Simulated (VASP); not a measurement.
Runs of VASP 6.6.1 on CsPbBr3. The structure is that of space group Pm-3m (No. 221), or close to it. The cells are those of the table. 

```csv
level,spin,cell,smearing,gap on the mesh (eV),pressure (GPa)
PBE,off,"a = 5.943, b = 5.943, c = 6.062 Å, 5 atoms",fermi-dirac 0.02 eV,1.66,0.3
PBE,off,"a = 5.943, b = 5.943, c = 6.181 Å, 5 atoms",fermi-dirac 0.02 eV,(c),0.0
r2SCAN,"non-collinear, zero start, SOC","a = 5.943, b = 5.943, c = 6.062 Å, 5 atoms",gaussian 0.01 eV,-,-0.4
PBE,off,"a = 5.943, b = 5.943, c = 5.765 Å, 5 atoms",fermi-dirac 0.02 eV,(b),1.4
PBE,off,"a = 5.943 Å, 5 atoms",fermi-dirac 0.02 eV,1.67,(a)
```

Alike in all rows: task single point; potentials or basis VASP PAW PBE potentials, release 64 (Cs_sv, Pb_d, Br); k mesh 4 × 4 × 4; cutoff (eV) 520.

**Question.** Fill in the values left out.

**Answer.** (a) 0.7; (b) 1.47; (c) 1.65.

Caveats: spin-orbit coupling is left out, which moves the levels of the heavy elements (at least some runs); the PAW data sets were made with another functional, which shifts forces and pressure a little (at least some runs).

A k mesh can miss the band edges, and rows without SOC leave out spin-orbit coupling on Br, Cs, Pb.
